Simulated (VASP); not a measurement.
A run of VASP 6.6.1 is set up as follows.

Contents of INCAR:

```
  PREC = Accurate
  ENCUT = 520
  EDIFF = 1E-6
  ISMEAR = 0
  SIGMA = 0.05
  LREAL = F
  LASPH = T
  NELM = 150
  ALGO = Normal
  ISIF = 2
  LWAVE = F
  LCHARG = F
  ISPIN = 2
  MAGMOM = 5 0 0
  LORBIT = 11
  LMAXMIX = 4
  LDAU = T
  LDAUTYPE = 2
  LDAUL = 2 -1
  LDAUU = 7 0
  LDAUJ = 0 0
  LDAUPRINT = 1
  NBANDS = 24
```

The input KPOINTS:

```
regular mesh
0
Gamma
  6 6 6
```

POSCAR

```
MnCl2
1.0
    1.8430003400      1.0640567400      5.8233308300
   -1.8430003400      1.0640567400      5.8233308300
    0.0000000000     -2.1281134900      5.8233308300
Mn Cl
1 2
Direct
    0.0000000000      0.0000000000      0.0000000000
    0.2500000000      0.2500000000      0.2500000000
    0.7500000000      0.7500000000      0.7500000000
```

Potentials or basis: VASP PAW LDA potentials, release 64 (Mn_pv, Cl).

The run is started by

```sh
$ cat potpaw_LDA.64/Mn_pv/POTCAR potpaw_LDA.64/Cl/POTCAR > POTCAR
$ mpirun -np 1 vasp_std > vasp.out
```

Problem. Estimate the band gap on the k mesh.

Solution. 4.05 eV (least direct gap 4.17 eV).

Problem. What does it give for the largest force?

Solution. 0.567 eV/Å.

Problem. Predict the net moment.

Solution. 5.00 μB per cell.

Eigenvalues of the final occupation matrices:
```csv
site,spin,trace,eigenvalues
site 1 d,1,4.77,0.94 0.94 0.94 0.97 0.97
site 1 d,2,0.14,0.01 0.01 0.01 0.05 0.05
```

Caveat: the cell stands under tension; a cell with one magnetic atom can't hold antiferromagnetic order, which such compounds often take. A k mesh can miss the band edges.
